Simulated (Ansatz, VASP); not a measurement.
## One calculation of SnTe3, two programs

```
Te Sn
1.0
     0.00000    3.86122    3.86122
     3.86122    0.00000    3.86122
     3.86122    3.86122    0.00000
Te Sn
3 1
Direct
  0.50000 0.50000 0.50000
  0.75000 0.75000 0.75000
  0.25000 0.25000 0.25000
  0.00000 0.00000 0.00000
```

Alike in both runs: task relaxation of cell and atoms; functional PBEsol; k mesh 6 × 6 × 6; occupations fermi-dirac, width 0.05 eV; no spin polarisation.

|  | VASP | Ansatz |
| --- | --- | --- |
| version | VASP 6.6.1 | Ansatz 0.2.0 |
| potentials or method | VASP PAW PBE potentials, release 64 (Te, Sn_d), cutoff 600 eV | all-electron LAPW, scalar-relativistic |

|  | VASP | Ansatz | Ansatz less VASP |
| --- | --- | --- | --- |
| relaxed volume (Å³/atom) | 27.21 | 27.21 | +0.004 |
| relaxed cell length with the largest relative difference (Å) | 5.359 | 5.359 | +0.0003 |

VASP's potentials were made for PBE, not for PBEsol. Ansatz ran all-electron here, and VASP with PAW potentials.

Neither program's run includes spin-orbit coupling.
